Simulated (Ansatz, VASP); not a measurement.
# AlN in VASP and in Ansatz

File INCAR:

```
SYSTEM = AlN
  ALGO = Normal
  EDIFF = 1E-6
  ENCUT = 520
  GGA = CA
  ISIF = 2
  ISMEAR = 0
  LASPH = .True.
  LCHARG = .False.
  LREAL = .False.
  LWAVE = .False.
  NBANDS = 26
  NELM = 100
  PREC = Accurate
  SIGMA = 0.05
```

Contents of KPOINTS:

```
k-points
0
Gamma
  8 6 4
  0 0 0
```

POSCAR

```
AlN
1.0
   -1.6378403119      2.8368226349      0.0000000000
    0.0000000000      0.0000000000      4.1006264518
    4.9135209358      2.8368226349      0.0000000000
Al N
4 4
Direct
    0.3739389465      0.7500000000      0.0741733445
    1.0000000000      0.7500000000      0.6666666667
    0.0000000000      0.2500000000      0.3333333333
    0.5000000000      0.2500000000      0.8333333333
    0.5000000000      0.2500000000      0.1666666667
    1.0000000000      0.2500000000      0.6666666667
    0.0000000000      0.7500000000      0.3333333333
    0.5000000000      0.7500000000      0.8333333333
```

Input for Ansatz:

```yaml
crystal:
  lattice:
    - [-1.6378403119, 2.8368226349, 0.0]
    - [0.0, 0.0, 4.1006264518]
    - [4.9135209358, 2.8368226349, 0.0]
  atoms:
    - { symbol: Al, position: [0.3739389465, 0.75, 0.0741733445] }
    - { symbol: Al, position: [1.0, 0.75, 0.6666666667] }
    - { symbol: Al, position: [0.0, 0.25, 0.3333333333] }
    - { symbol: Al, position: [0.5, 0.25, 0.8333333333] }
    - { symbol: "N", position: [0.5, 0.25, 0.1666666667] }
    - { symbol: "N", position: [1.0, 0.25, 0.6666666667] }
    - { symbol: "N", position: [0.0, 0.75, 0.3333333333] }
    - { symbol: "N", position: [0.5, 0.75, 0.8333333333] }
basis:
  ecutwfc: 420
kpoints:
  mp_grid: { grid: [8, 6, 4] }
hamiltonian:
  xc: lda
  pseudopotentials: { kind: paw, azcp: { folder: soft_1 } }
scf:
  occupations: { method: gaussian, width: 0.05 }
output:
  forces: true
  stress: true
  eigenvalues: true
```

Alike in both runs: task single point; functional LDA; k mesh 8 × 6 × 4; occupations gaussian, width 0.05 eV; no spin polarisation.

|  | VASP | Ansatz |
| --- | --- | --- |
| version | VASP 6.6.1 | Ansatz 0.2.0 |
| potentials or method | VASP PAW LDA potentials, release 64 (Al, N), cutoff 520 eV | scalar-relativistic, plane waves, PAW |
| valence electrons in the cell | 32 | 32 |

```tsv
	VASP	Ansatz	Ansatz less VASP
gap on the k mesh at the Fermi level (eV)	1.56	1.56	-0.004
least direct gap on the mesh (eV)	1.63	1.63	-0.005
pressure (GPa)	19.3	18.3	-0.95
traceless stress, the component that is largest in VASP (GPa)	33.86	33.05	-0.817
rms of the force components (eV/Å)	6.422	6.354	-0.0678
```

Ansatz warns that its potentials were made for another functional, while VASP's fit it. LDA's correlation is that of Perdew and Zunger in VASP and of Perdew and Wang (1992) in Ansatz. Atom by atom the forces differ by 0.072 eV/Å (rms over components).
